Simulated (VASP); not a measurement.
Here is a VASP 6.6.1 calculation.

INCAR

```
SYSTEM = ZrC
PREC = Accurate ; ENCUT = 600
EDIFF = 1E-6 ; ISMEAR = 0
SIGMA = 0.1 ; LREAL = .FALSE.
LASPH = .TRUE. ; NELM = 60
ALGO = Normal ; ISIF = 3
LWAVE = .FALSE. ; LCHARG = .FALSE.
GGA = PE ; IBRION = 2
NSW = 100 ; EDIFFG = -0.005
```

Contents of KPOINTS:

```
Automatic mesh
0
G
  16 16 16
  0 0 0
```

The input POSCAR:

```
ZrC
1.0
    0.0000000000      2.3650000000      2.3650000000
    2.3650000000      0.0000000000      2.3650000000
    2.3650000000      2.3650000000      0.0000000000
Zr C
1 1
Direct
    0.5000000000      0.5000000000      0.5000000000
    0.0000000000      0.0000000000      0.0000000000
```

Potentials or basis: VASP PAW PBE potentials, release 64 (Zr_sv, C).

Run with:

```sh
$ cat potpaw_PBE.64/Zr_sv/POTCAR potpaw_PBE.64/C/POTCAR > POTCAR
$ mpirun -np 1 vasp_std > vasp.out
```

Problem. Predict the band gap on the k mesh.

Solution. Zero (band 8 reaches 10.48 eV, above the bottom of band 9 at 9.17 eV).

Problem. What does it give for the relaxed volume?

Solution. 13.06 Å³/atom.

Step by step:
| step | energy change (eV) | largest force (eV/Å) | pressure (GPa) | volume (Å³) |
| --- | --- | --- | --- | --- |
| 1 | 0.0000 | 0.0000 | -2.76 | 26.46 |
| 2 | 0.0046 | 0.0000 | 4.72 | 25.59 |
| 3 | -0.0030 | 0.0000 | 0.00 | 26.12 |
